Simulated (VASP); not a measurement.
Ru: electric field gradients with PBE

Crystal: Ru.

```
Ru
1.0
     2.68764    0.00000    0.00000
    -1.34382    2.32756    0.00000
     0.00000    0.00000    4.25316
Ru
2
Direct
  0.33333 0.66667 0.25000
  0.66667 0.33333 0.75000
```

This cell differs from its parent crystal: volume scaled by 0.98.

* Program: VASP 6.6.1
* Task: electric field gradients
* Functional: PBE
* Potentials or basis: VASP PAW PBE potentials, release 64 (Ru_pv)
* Cutoff: 520 eV
* k mesh: 14 × 14 × 8
* Occupations: fermi-dirac, width 0.03 eV
* Spin: no spin polarisation
* Dipole correction: no
* Further INCAR settings: ALGO = Normal; EDIFF = 1e-08; NBANDS = 21

```yaml
Pressure: 11.6 GPa
Band_gap_on_the_k_mesh: zero (band 14 reaches 14.90 eV, above the bottom of band 15 at 11.66 eV)
```

Stress tensor (GPa, compression positive):
```
12.01  0.00  0.00
 0.00 12.01  0.00
 0.00  0.00 10.72
```

Levels at points of the mesh, in eV from the Fermi level:
```csv
k point,band 12,band 13,band 14,band 15,band 16,band 17
"(0.00, 0.00, 0.00)",-1.96,-1.96,-1.42,-1.42,1.23,1.23
"(0.50, 0.00, 0.00)",-1.81,-1.55,1.49,1.92,1.99,4.19
"(0.00, 0.00, 0.50)",-2.83,-2.76,-2.76,0.58,0.58,0.58
"(0.50, 0.00, 0.50)",-1.08,0.48,0.48,1.76,1.76,3.49
```

Electric field gradients, principal values (V/Å²):
| atom | least | middle | greatest (by size) |
| --- | --- | --- | --- |
| 1 Ru | 6.743 | 6.745 | -13.488 |
| 2 Ru | 6.743 | 6.745 | -13.488 |

Run time: 33 s on 1 thread of Intel(R) Xeon(R) Platinum 8559C (Emerald Rapids), with other jobs on the host, peak memory 0.17 GiB.

Caveat: without QUAD_EFG the Cq values of the log hold for a quadrupole moment of 1 mb, not for the nuclei.
